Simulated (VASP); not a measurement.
# Cu2O (Pn-3m) in VASP: relaxation of cell and atoms with RPBE

Aim: the relaxation of cell and atoms of Cu2O with RPBE.

Program: VASP 6.6.1. These are calculated values, not measurements. Logs are shortened: lines on timing, memory, paths and dates and some standing lists are left out, and cuts for length are marked.

## (1) The cell of the first run

The structure is cubic, space group Pn-3m (No. 224). The conventional cell has a = 4.260 Å, b = 4.260 Å, c = 4.260 Å, α = 90.00°, β = 90.00°, γ = 90.00°. Cu (site symmetry -3m) has 2 O at 1.84 Å within 2.4 Å. Within 2.4 Å of O (site symmetry -43m) lie 4 Cu at 1.84 Å.

## (2) Relaxation of cell and atoms, RPBE

The input, INCAR:

```
SYSTEM = Cu2O
PREC = Accurate
ENCUT = 820
EDIFF = 1E-7
ISMEAR = 0
SIGMA = 0.01
LREAL = .False.
LASPH = .True.
NELM = 120
ALGO = Normal
ISIF = 3
LWAVE = .False.
LCHARG = .False.
GGA = RP
IBRION = 2
NSW = 80
EDIFFG = -0.01
GGA_COMPAT = .False.
NELMIN = 4
```

The input, KPOINTS:

```
Automatic mesh
0
Gamma
  6 6 6
  0 0 0
```

The input, POSCAR:

```
Cu2O
1.0
    4.2600000000      0.0000000000      0.0000000000
    0.0000000000      4.2600000000      0.0000000000
    0.0000000000      0.0000000000      4.2600000000
Cu O
4 2
Direct
    0.2500000000      0.2500000000      0.2500000000
    0.2500000000      0.7500000000      0.7500000000
    0.7500000000      0.7500000000      0.2500000000
    0.7500000000      0.2500000000      0.7500000000
    0.0000000000      0.0000000000      0.0000000000
    0.5000000000      0.5000000000      0.5000000000
```

Potentials or basis: VASP PAW PBE potentials, release 64 (Cu_sv_GW, O).

On the command line:

```bash
cat potpaw_PBE.64/Cu_sv_GW/POTCAR potpaw_PBE.64/O/POTCAR > POTCAR
mpirun -np 1 vasp_std > vasp.out
```

OUTCAR:

```text
SYSTEM = Cu2O
   PREC = Accurate
   ENCUT = 820
   EDIFF = 1E-7
   ISMEAR = 0
   LREAL = .False.
   LASPH = .True.
   NELM = 120
   ISIF = 3
   GGA = RP
   IBRION = 2
   NSW = 80
   EDIFFG = -0.01
   NELMIN = 4

 ion  position               nearest neighbor table
   1  0.250  0.250  0.250-   5 1.84   6 1.84
   2  0.250  0.750  0.750-   5 1.84   6 1.84
   3  0.750  0.750  0.250-   5 1.84   6 1.84
   4  0.750  0.250  0.750-   5 1.84   6 1.84
   5  0.000  0.000  0.000-   1 1.84   2 1.84   3 1.84   4 1.84
   6  0.500  0.500  0.500-   1 1.84   2 1.84   3 1.84   4 1.84

  LATTYP: Found a simple cubic cell.
 ALAT       =     4.2600000000

  Lattice vectors:

 A1 = (   4.2600000000,   0.0000000000,   0.0000000000)
 A2 = (   0.0000000000,   4.2600000000,   0.0000000000)
 A3 = (   0.0000000000,   0.0000000000,   4.2600000000)

Analysis of symmetry for initial positions (statically):
=====================================================================
 Subroutine PRICEL returns:
 Original cell was already a primitive cell.

 Routine SETGRP: Setting up the symmetry group for a
 simple cubic supercell.

 Subroutine GETGRP returns: Found 48 space group operations
 (whereof 24 operations were pure point group operations)
 out of a pool of 48 trial point group operations.

The static configuration has the point symmetry T_d .
 The point group associated with its full space group is O_h .

Analysis of symmetry for dynamics (positions and initial velocities):
=====================================================================
 Subroutine PRICEL returns:
 Original cell was already a primitive cell.

 Routine SETGRP: Setting up the symmetry group for a
 simple cubic supercell.

 Subroutine GETGRP returns: Found 48 space group operations
 (whereof 24 operations were pure point group operations)
 out of a pool of 48 trial point group operations.

The dynamic configuration has the point symmetry T_d .
 The point group associated with its full space group is O_h .

 Subroutine INISYM returns: Found 48 space group operations
 (whereof 24 operations are pure point group operations),
 and found     1 'primitive' translations

----------------------------------------------------------------------------------------

                                     Primitive cell

  volume of cell :      77.3088

  direct lattice vectors                    reciprocal lattice vectors
     4.260000000  0.000000000  0.000000000     0.234741784  0.000000000  0.000000000
     0.000000000  4.260000000  0.000000000     0.000000000  0.234741784  0.000000000
     0.000000000  0.000000000  4.260000000     0.000000000  0.000000000  0.234741784

  length of vectors
     4.260000000  4.260000000  4.260000000     0.234741784  0.234741784  0.234741784

  position of ions in fractional coordinates (direct lattice)
     0.250000000  0.250000000  0.250000000
     0.250000000  0.750000000  0.750000000
     0.750000000  0.750000000  0.250000000
     0.750000000  0.250000000  0.750000000
     0.000000000  0.000000000  0.000000000
     0.500000000  0.500000000  0.500000000

  ion indices of the primitive-cell ions
   primitive index   ion index
                 1           1
                 2           2
                 3           3
                 4           4
                 5           5
                 6           6

----------------------------------------------------------------------------------------

 KPOINTS: Automatic mesh

Automatic generation of k-mesh.
 Grid dimensions read from file:
 generate k-points for:    6    6    6

 Generating k-lattice:

  Cartesian coordinates                     Fractional coordinates (reciprocal lattice)
     0.039123631  0.000000000  0.000000000     0.166666667  0.000000000  0.000000000
     0.000000000  0.039123631  0.000000000     0.000000000  0.166666667  0.000000000
     0.000000000  0.000000000  0.039123631     0.000000000  0.000000000  0.166666667

  Length of vectors
     0.039123631  0.039123631  0.039123631

  Shift w.r.t. Gamma in fractional coordinates (k-lattice)
     0.000000000  0.000000000  0.000000000

 Subroutine IBZKPT returns following result:
 ===========================================

 Found     20 irreducible k-points:

 Following reciprocal coordinates:
            Coordinates               Weight
  0.000000  0.000000  0.000000      1.000000
  0.166667  0.000000  0.000000      6.000000
  0.333333  0.000000  0.000000      6.000000
  0.500000  0.000000  0.000000      3.000000
  0.166667  0.166667  0.000000     12.000000
  0.333333  0.166667  0.000000     24.000000
[... 12 lines left out ...]
  0.500000  0.500000  0.333333      6.000000
  0.500000  0.500000  0.500000      1.000000
   k-points           NKPTS =     20   k-points in BZ     NKDIM =     20   number of bands    NBANDS=     52
   number of dos      NEDOS =    301   number of ions     NIONS =      6
   total plane-waves  NPLWV =  64000
   dimension x,y,z NGX =    40 NGY =   40 NGZ =   40
   dimension x,y,z NGXF=    80 NGYF=   80 NGZF=   80
   ions per type =               4   2
   NGX,Y,Z   is equivalent  to a cutoff of  15.61, 15.61, 15.61 a.u.
   NGXF,Y,Z  is equivalent  to a cutoff of  31.22, 31.22, 31.22 a.u.
 SYSTEM =  Cu2O
   PREC   = accura    normal or accurate (medium, high low for compatibility)
   ISTART =      0    job   : 0-new  1-cont  2-samecut
   ICHARG =      2    charge: 1-file 2-atom 10-const
   ISPIN  =      1    spin polarized calculation?
   LNONCOLLINEAR =      F non collinear calculations
   LSORBIT =      F    spin-orbit coupling
   LASPH  =      T    aspherical Exc in radial PAW
   ENCUT  =  820.0 eV  60.27 Ry    7.76 a.u.   9.95  9.95  9.95*2*pi/ulx,y,z
   NELM   =    120;   NELMIN=  4; NELMDL= -5     # of ELM steps
   EDIFF  = 0.1E-06   stopping-criterion for ELM
   LREAL  =      F    real-space projection
   EDIFFG = -.1E-01   stopping-criterion for IOM
   NSW    =     80    number of steps for IOM
   IBRION =      2    ionic relax: 0-MD 1-quasi-New 2-CG
   NFREE  =      1    steps in history (QN), initial steepest desc. (CG)
   ISIF   =      3    stress and relaxation
   ISYM   =      2    0-nonsym 1-usesym 2-fastsym
   POTIM  = 0.5000    time-step for ionic-motion
   TEBEG  =    0.0;   TEEND  =   0.0 temperature during run
   PSTRESS=    0.0 pullay stress
   NELECT =      88.0000    total number of electrons
   NUPDOWN=      -1.0000    fix difference up-down
   EMIN   =  10.00;   EMAX   =-10.00  energy-range for DOS
   EFERMI =   0.00;   METHOD = LEGACY
   ISMEAR =     0;   SIGMA  =   0.01  broadening in eV -4-tet -1-fermi 0-gaus
   EFERMI_NEDOS =   21; number of points for ismear=-14 and -15
   IALGO  =     38    algorithm
   IMIX   =      4    mixing-type and parameters
     AMIX     =   0.40;   BMIX     =  1.00
     AMIX_MAG =   1.60;   BMIX_MAG =  1.00
  volume/ion in A,a.u.               =      12.88        86.95
  Fermi-wavevector in a.u.,A,eV,Ry     =   1.709331  3.230167 39.753664  2.921812
  Thomas-Fermi vector in A             =   2.787834
   LORBIT       =      0    0 simple, 1 ext, 2 COOP (PROOUT), +10 PAW based schemes
   GGA     = RP    functional components
   LHFCALC =     F    Hartree Fock is set to
   AEXX    =    0.0000 exact exchange contribution
   IVDW    =     0    specifies the selected vdW correction
   LEPSILON=     F    determine dielectric tensor
   LRPA    =     F    only Hartree local field effects (RPA)
 conjugate gradient relaxation of ions
 non-spin polarized calculation
 Gauss-broadening in eV      SIGMA  =   0.01
  energy-cutoff  :      820.00
  volume of cell :       77.31
 maximum number of plane-waves:      4224
 NGX is ok and might be reduce to    40
   NGX = 19   NGY = 19   NGZ = 19

--------------------------------------- Ionic step        1  -------------------------------------------

 number of electron      87.9999955 magnetization

 Free energy of the ion-electron system (eV)
  ---------------------------------------------------
  ext. energy  EPLUGINS =         0.00000000
  ---------------------------------------------------
  free energy    TOTEN  =       -24.88638108 eV

  energy without entropy =      -24.88638108  energy(sigma->0) =      -24.88638108

 E-fermi :   5.0785     XC(G=0): -11.2157

 val. band max:        4.9642136905   @ k =   0.0000   0.0000   0.0000
 cond. band min:       5.5068182429   @ k =   0.0000   0.0000   0.0000
 fundamental gap:      0.5426045525
 Fermi energy:         5.0784918173

 k-point     1 :       0.0000    0.0000    0.0000
  band No.  band energies     occupation
      1    -107.2617      2.00000
      2    -107.2609      2.00000
      3    -107.2609      2.00000
      4    -107.2609      2.00000
      5     -64.7321      2.00000
      6     -64.7178      2.00000
[... 1151 lines left out ...]
 POSITION                                       TOTAL-FORCE (eV/Angst)
 -----------------------------------------------------------------------------------
      1.09245      1.09245      1.09245         0.000000      0.000000      0.000000
      1.09245      3.27735      3.27735         0.000000      0.000000     -0.000000
      3.27735      3.27735      1.09245        -0.000000     -0.000000     -0.000000
      3.27735      1.09245      3.27735         0.000000     -0.000000      0.000000
      4.36981     -0.00000      0.00000        -0.000000     -0.000000      0.000000
      2.18490      2.18490      2.18490        -0.000000      0.000000      0.000000
 -----------------------------------------------------------------------------------
    total drift:                                0.000000      0.000000     -0.000000

  FREE ENERGIE OF THE ION-ELECTRON SYSTEM (eV)
  ---------------------------------------------------
  free  energy   TOTEN  =       -24.9540457898 eV

  energy  without entropy=      -24.9540457898  energy(sigma->0) =      -24.95404579

--------------------------------------- Ionic step        3  -------------------------------------------

 number of electron      88.0000093 magnetization

 Free energy of the ion-electron system (eV)
  ---------------------------------------------------
  ext. energy  EPLUGINS =         0.00000000
  ---------------------------------------------------
  free energy    TOTEN  =       -24.96944683 eV

  energy without entropy =      -24.96944683  energy(sigma->0) =      -24.96944683

 E-fermi :   4.5740     XC(G=0): -10.9095

 val. band max:        4.3901516994   @ k =   0.0000   0.0000   0.0000
 cond. band min:       4.8241133759   @ k =   0.0000   0.0000   0.0000
 fundamental gap:      0.4339616765
 Fermi energy:         4.5739575095

 k-point     1 :       0.0000    0.0000    0.0000
  band No.  band energies     occupation
      1    -107.6619      2.00000
      2    -107.6618      2.00000
      3    -107.6618      2.00000
      4    -107.6618      2.00000
      5     -65.1221      2.00000
      6     -65.1108      2.00000
[... 1102 lines left out ...]
 VOLUME and BASIS-vectors are now :
 -----------------------------------------------------------------------------
  energy-cutoff  :      820.00
  volume of cell :       81.50
      direct lattice vectors                 reciprocal lattice vectors
     4.335673676 -0.000000000  0.000000000     0.230644664  0.000000000 -0.000000000
     0.000000000  4.335673676  0.000000000     0.000000000  0.230644664 -0.000000000
     0.000000000  0.000000000  4.335673676    -0.000000000  0.000000000  0.230644664

 POSITION                                       TOTAL-FORCE (eV/Angst)
 -----------------------------------------------------------------------------------
      1.08392      1.08392      1.08392         0.000000     -0.000000      0.000000
      1.08392      3.25176      3.25176         0.000000      0.000000      0.000000
      3.25176      3.25176      1.08392         0.000000     -0.000000      0.000000
      3.25176      1.08392      3.25176        -0.000000      0.000000     -0.000000
      0.00000      0.00000      0.00000         0.000000     -0.000000     -0.000000
      2.16784      2.16784      2.16784         0.000000     -0.000000     -0.000000
 -----------------------------------------------------------------------------------
    total drift:                                0.000000      0.000000     -0.000000

  FREE ENERGIE OF THE ION-ELECTRON SYSTEM (eV)
  ---------------------------------------------------
  free  energy   TOTEN  =       -24.9694468296 eV

  energy  without entropy=      -24.9694468296  energy(sigma->0) =      -24.96944683

 reached required accuracy - stopping structural energy minimisation
```

It took 7.4 min on 1 thread of Intel Xeon Platinum 8559C (Emerald Rapids), shared host; peak memory 0.35 GiB.

What came out:

```yaml
Free_energy: -24.9694 eV
Relaxed_volume: 13.58 Å³/atom
Relaxed_cell: a = 4.336 Å, b = 4.336 Å, c = 4.336 Å, α = 90.00°, β = 90.00°, γ = 90.00°
Space_group_after_relaxing_to_0.1_Å: Pn-3m (No. 224)
Energy_gained_by_relaxing: 13.8 meV/atom
Ionic_steps: 3
Pressure_after_relaxing: 0.0 GPa
Band_gap_on_the_k_mesh: 0.43 eV
```

Step by step:
| step | energy change (eV) | largest force (eV/Å) | pressure (GPa) | volume (Å³) |
| --- | --- | --- | --- | --- |
| 1 | 0.0000 | 0.0000 | 6.64 | 77.31 |
| 2 | -0.0677 | 0.0000 | -2.52 | 83.44 |
| 3 | -0.0831 | 0.0000 | 0.03 | 81.50 |

Final structure:
```
Cu O
1.0
     4.33567    0.00000    0.00000
     0.00000    4.33567    0.00000
     0.00000    0.00000    4.33567
Cu O
4 2
Direct
  0.25000 0.25000 0.25000
  0.25000 0.75000 0.75000
  0.75000 0.75000 0.25000
  0.75000 0.25000 0.75000
  0.00000 0.00000 0.00000
  0.50000 0.50000 0.50000
```

Levels at points of the mesh, in eV from the valence-band top:
```
           k point  band 42  band 43  band 44  band 45  band 46  band 47
(0.00, 0.00, 0.00)     0.00     0.00     0.00     0.43     1.40     1.40
(0.50, 0.00, 0.00)    -1.11    -0.36    -0.36     2.14     2.14     4.24
(0.50, 0.50, 0.00)    -1.13    -0.60    -0.60     1.89     1.89     3.74
(0.50, 0.50, 0.50)    -0.53    -0.53    -0.53     2.52     2.52     2.52
```

Caveat: semilocal functionals underestimate gaps, and a narrow one can read as zero; the PAW data sets were made with another functional, which shifts forces and pressure a little. RPBE and its kin give volumes clearly too large for solids.
